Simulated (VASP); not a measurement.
# NbTe: single point with r2SCAN

NbTe:

```
Te Nb
1.0
     3.72750    0.00000    0.00000
    -1.86375    3.22811    0.00000
     0.00000    0.00000    3.71868
Te Nb
1 1
Direct
  0.66667 0.33333 0.00000
  0.00000 0.00000 0.50000
```

```
Program             : VASP 6.6.1
Task                : single point
Functional          : r2SCAN
Potentials or basis : VASP PAW PBE potentials, release 64 (Te, Nb_sv)
Cutoff              : 520 eV
k mesh              : 8 × 8 × 7
Occupations         : fermi-dirac, width 0.05 eV
Spin                : no spin polarisation
```

The pressure is -3.9 GPa.

Stress tensor (GPa, compression positive):
```
-3.62  0.00  0.00
 0.00 -3.62  0.00
 0.00  0.00 -4.47
```

Levels at points of the mesh, in eV from the Fermi level:
| k point | band 6 | band 7 | band 8 | band 9 | band 10 | band 11 | band 12 | band 13 | band 14 | band 15 |
| --- | --- | --- | --- | --- | --- | --- | --- | --- | --- | --- |
| (0.00, 0.00, 0.00) | -3.36 | -3.36 | -2.99 | -2.60 | 0.11 | 0.11 | 2.45 | 2.45 | 3.14 | 6.35 |
| (0.50, 0.00, 0.00) | -7.48 | -4.08 | -2.86 | -2.64 | -0.24 | 1.28 | 1.56 | 3.05 | 4.06 | 6.03 |

Wall time 49 s on 1 thread of Intel(R) Xeon(R) 6975P-C (Granite Rapids) (shared host), peak memory 0.17 GiB.

Caveat: the PAW data sets were made with another functional, which shifts forces and pressure a little; spin-orbit coupling is left out, which moves the levels of the heavy elements.
